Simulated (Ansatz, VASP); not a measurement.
# One calculation of KSb2O5, two programs

```
K Sb O
1.0
     6.72767    0.00000    0.00000
    -3.36384    5.82634    0.00000
     0.00000    0.00000    3.88740
K Sb O
1 2 5
Direct
  0.00000 0.00000 0.00000
  0.33333 0.66667 0.50000
  0.66667 0.33333 0.50000
  0.33333 0.66667 0.00000
  0.00000 0.50000 0.50000
  0.50000 0.50000 0.50000
  0.50000 0.00000 0.50000
  0.66667 0.33333 0.00000
```

Alike in both runs: task single point; functional PBE; k mesh 3 × 3 × 4; occupations gaussian, width 0.1 eV; no spin polarisation.

|  | VASP | Ansatz |
| --- | --- | --- |
| version | VASP 6.6.1 | Ansatz 0.2.0 |
| potentials or method | VASP PAW PBE potentials, release 64 (K_sv, Sb, O), cutoff 520 eV | scalar-relativistic, plane waves, PAW |
| valence electrons in the cell | 49 | 69 |

|  | VASP | Ansatz | Ansatz less VASP |
| --- | --- | --- | --- |
| gap on the k mesh at the Fermi level (eV) | none | none | - |
| pressure (GPa) | 7.2 | 6.9 | -0.23 |
| traceless stress, the component that is largest in VASP (GPa) | 3.94 | 3.83 | -0.107 |

A gap of «none» marks a metal or a gap that the smearing closes. VASP's potentials hold 49 valence electrons a cell and Ansatz's 69, so a difference there can come from the potentials and not from the codes.

The k mesh is coarse, so the values compare programs but aren't converged. Neither program's run includes spin-orbit coupling.
